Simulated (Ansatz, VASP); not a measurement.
**MgH2 in VASP and in Ansatz**

```xyz
3
Lattice="3.0768 0.0000 -0.1667 0.0000 5.1186 0.0000 -1.3927 0.0000 2.7645" Properties=species:S:1:pos:R:3 pbc="T T T"
Mg    1.5384    3.4469   -0.0833
H     0.2925    0.8874    2.3225
H     1.3917    0.8874    0.2754
```

Alike in both runs: functional PBE; k mesh 5 × 3 × 5; occupations gaussian, width 0.15 eV; no spin polarisation.

Ansatz relaxed the structure, and its values are those at the end. VASP's run is a single point on that final structure, the one shown.

|  | VASP | Ansatz |
| --- | --- | --- |
| version | VASP 6.6.1 | Ansatz 0.2.0 |
| potentials or method | VASP PAW PBE potentials, release 64 (Mg, H), cutoff 600 eV | scalar-relativistic, plane waves, PAW |
| valence electrons in the cell | 4 | 12 |

```tsv
	VASP	Ansatz	Ansatz less VASP
gap on the k mesh at the Fermi level (eV)	none	none	-
pressure (GPa)	0.1	0.2	+0.10
rms of the force components (eV/Å)	0.002	0.005	+0.0026
```

A gap of «none» marks a metal or a gap that the smearing closes. VASP's potentials hold 4 valence electrons a cell and Ansatz's 12, so a difference there can come from the potentials and not from the codes.

The k mesh is coarse, so the values compare programs but aren't converged.
